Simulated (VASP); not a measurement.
Write the native input for VASP 6.6.1 that does the following.

* Task: single point
* Functional: PBE
* Potentials or basis: VASP PAW PBE potentials, release 64 (Zr_sv, Hf_pv, Se)
* Cutoff: 520 eV
* k mesh: 6 × 6 × 2
* Occupations: gaussian, width 0.1 eV
* Spin: no spin polarisation
* Dipole correction: no
* Further INCAR settings: ALGO = Normal; EDIFF = 1e-07; NBANDS = 32

The structure of HfZrSe4 lies in POSCAR:

```
HfZrSe4
1.0
    3.7928711457     -0.0000000030      0.0000000000
   -1.8964355702      3.2847227669      0.0000000000
    0.0000000000      0.0000000000     13.6705530427
Zr Hf Se
1 1 4
Direct
    0.0000000000      0.0000000000      0.0000000000
    0.0000000000      0.0000000000      0.5000000000
    0.3333333333      0.6666666667      0.8841410443
    0.3333333333      0.6666666667      0.3854606017
    0.6666666667      0.3333333333      0.6145393983
    0.6666666667      0.3333333333      0.1158589557
```

One way to write it, as run:

INCAR

```
SYSTEM = HfZrSe4
PREC = Accurate
ENCUT = 520
EDIFF = 1E-7
ISMEAR = 0
SIGMA = 0.1
LREAL = .FALSE.
LASPH = .TRUE.
NELM = 100
ALGO = Normal
ISIF = 2
LWAVE = .FALSE.
LCHARG = .FALSE.
GGA = PE
NBANDS = 32
```

KPOINTS

```
Automatic mesh
0
G
  6 6 2
  0 0 0
```

Potentials or basis: VASP PAW PBE potentials, release 64 (Zr_sv, Hf_pv, Se).

Command:

```console
$ cat potpaw_PBE.64/Zr_sv/POTCAR potpaw_PBE.64/Hf_pv/POTCAR potpaw_PBE.64/Se/POTCAR > POTCAR
$ mpirun -np 1 vasp_std > vasp.out
```

Results of the run:

| Property | Result |
| --- | --- |
| Pressure | -0.1 GPa |
| Largest force | 0.046 eV/Å |
| Band gap on the k mesh | 0.44 eV, indirect (least direct gap 1.10 eV) |

Caveat: spin-orbit coupling is left out, which moves the levels of the heavy elements; this functional lacks dispersion, which binds the layers, so the pressure and a relaxed spacing across them are unreliable.

It took 48 s on 1 thread of Intel(R) Xeon(R) 6975P-C (Granite Rapids) (shared host), peak memory 0.31 GiB.
